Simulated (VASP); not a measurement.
Crystal: Co2Si.

```
CELL_PARAMETERS angstrom
3.50000 0.00000 0.00000
0.00000 3.50000 0.00000
0.00000 0.00000 5.63000
ATOMIC_POSITIONS crystal
Co 0.00000 0.50000 0.33000
Co 0.50000 0.00000 0.67000
Co 0.50000 0.50000 0.00000
Co 0.00000 0.00000 0.00000
Si 0.00000 0.50000 0.73500
Si 0.50000 0.00000 0.26500
```

- Program: VASP 6.6.1
- Task: relaxation of cell and atoms
- Functional: PBE
- Potentials or basis: VASP PAW PBE potentials, release 64 (Co, Si)
- Cutoff: 600 eV
- k mesh: 5 × 5 × 3
- Occupations: gaussian, width 0.2 eV
- Spin: collinear spin, ferromagnetic start
- Starting moments: [3.0, 3.0, 3.0, 3.0, 0.0, 0.0] μB

At the start: pressure 0.4 GPa; volume 11.49 Å³/atom.

Q: How do energy, volume and symmetry change on relaxing?

A: Over 6 steps the energy falls by 11.8 meV/atom and the volume is 11.40 Å³/atom (-0.8 %); space group P4/nmm (No. 129, to 0.05 Å); moment 3.20 μB per cell.

Step by step:
```tsv
step	energy change (eV)	largest force (eV/Å)	pressure (GPa)	volume (Å³)
1	0.0000	0.6066	0.38	68.97
2	-0.0387	0.3279	-1.21	69.23
3	-0.0532	0.2763	-2.91	69.54
4	-0.0693	0.1662	0.32	68.30
5	-0.0693	0.1680	0.35	68.31
6	-0.0709	0.0709	0.08	68.40
```

Final structure:
```yaml
crystal:
  lattice:
    - [3.44235, 0.00000, 0.00000]
    - [0.00000, 3.44235, 0.00000]
    - [0.00000, 0.00000, 5.77254]
  atoms:
    - { symbol: Co, position: [0.00000, 0.50000, 0.34455] }
    - { symbol: Co, position: [0.50000, 0.00000, 0.65545] }
    - { symbol: Co, position: [0.50000, 0.50000, 0.00000] }
    - { symbol: Co, position: [0.00000, 0.00000, 0.00000] }
    - { symbol: Si, position: [0.00000, 0.50000, 0.73408] }
    - { symbol: Si, position: [0.50000, 0.00000, 0.26592] }
```

Caveat: the k points lie up to 0.37 Å⁻¹ apart in the final cell; the relaxation stopped at a loose force limit of 0.08 eV/Å, so its end isn't a converged minimum.
